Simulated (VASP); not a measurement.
A run of VASP 6.6.1:

File INCAR:

```
SYSTEM = MgI2
PREC = Accurate
ENCUT = 520
EDIFF = 1E-7
ISMEAR = 0
SIGMA = 0.05
LREAL = .False.
LASPH = .True.
NELM = 100
ALGO = Normal
ISIF = 2
LWAVE = .False.
LCHARG = .False.
GGA = PS
NBANDS = 15
```

The input KPOINTS:

```
regular mesh
0
Gamma
  6 6 4
  0 0 0
```

File POSCAR:

```
MgI2
1.0
    4.2160056232      0.0000000000      0.0000000000
   -2.1080028116      3.6511679722      0.0000000000
    0.0000000000      0.0000000000      6.8620000000
Mg I
1 2
Direct
    0.0000000000      0.0000000000      0.0000000000
    0.3333333333      0.6666666667      0.7576300000
    0.6666666667      0.3333333333      0.2423700000
```

Potentials or basis: VASP PAW PBE potentials, release 64 (Mg, I).

Run with:

```bash
$ cat potpaw_PBE.64/Mg/POTCAR potpaw_PBE.64/I/POTCAR > POTCAR
$ mpirun -np 1 vasp_std > vasp.out
```

Hardware: 1 thread of AMD EPYC 9R14 (Zen 4) (shared host).

**Question.** How long does it take, and how much memory?

**Answer.** Wall time 23 s on 1 thread of AMD EPYC 9R14 (Zen 4) (shared host), peak memory 0.2 GiB. Counts: scf iterations 14, k points 24.
